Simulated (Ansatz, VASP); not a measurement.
**One calculation of GaP, two programs**

```
Ga P
1.0
     2.77365    2.77365    0.00000
    -2.77365    2.77365    0.00000
     0.00000    2.77365    2.67000
Ga P
1 1
Direct
  0.00000 0.00000 0.00000
  0.75000 0.25000 0.50000
```

Change from the starting cell: film at in-plane strain +0.02.

Alike in both runs: task single point; functional PBEsol; k mesh 8 × 8 × 8; non-collinear spin, spin-orbit coupling.

|  | VASP | Ansatz |
| --- | --- | --- |
| version | VASP 6.6.1 | Ansatz 0.2.0 |
| potentials or method | VASP PAW PBE potentials, release 64 (Ga_d, P), cutoff 520 eV | all-electron LAPW |
| occupations | gaussian, width 0.01 eV | fixed |

Ansatz gave:

| Item | Value |
| --- | --- |
| pressure (GPa) | -1.8 |
| traceless stress, the component that is largest in VASP (GPa) | 1.76 |
| net moment per atom (μB) | 0.00 |

Task: What did VASP give for the same quantities?

Result: Pressure (GPa): -1.9; traceless stress, the component that is largest in VASP (GPa): 1.77; net moment per atom (μB): 0.00.

VASP's potentials were made for PBE, not for PBEsol. Ansatz ran all-electron here, and VASP with PAW potentials.
